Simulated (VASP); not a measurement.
A run of VASP 6.6.1 is set up as follows.

The input INCAR:

```
SYSTEM = Si
  PREC = Accurate
  ENCUT = 520
  EDIFF = 1E-6
  ISMEAR = 0
  SIGMA = 0.15
  LREAL = .False.
  LASPH = .True.
  NELM = 100
  ALGO = Normal
  ISIF = 2
  LWAVE = .False.
  LCHARG = .False.
  GGA = CA
  NBANDS = 8
```

Contents of KPOINTS:

```
regular mesh
0
Gamma
  24 24 20
  0 0 0
```

Contents of POSCAR:

```
Si
1.0
    2.6205428149      0.0000000000      0.0000000000
   -1.3102714075      2.5672093618      0.0000000000
    0.0000000000      0.0000000000      2.4663543900
Si
1
Direct
    0.0000000000      0.0000000000      0.0000000000
```

Potentials or basis: VASP PAW LDA potentials, release 64 (Si).

Run with:

```bash
$ cat potpaw_LDA.64/Si/POTCAR > POTCAR
$ mpirun -np 1 vasp_std > vasp.out
```

(1) Estimate the pressure.

(2) Predict the band gap on the k mesh.

## Answers

(1) -9.4 GPa.

(2) zero (band 2 reaches 14.54 eV, above the bottom of band 3 at 4.43 eV).

Caveat: the cell differs from its parent crystal (strain +0.1312 x Voigt [0, 1, 0, 0, 0, 0]).
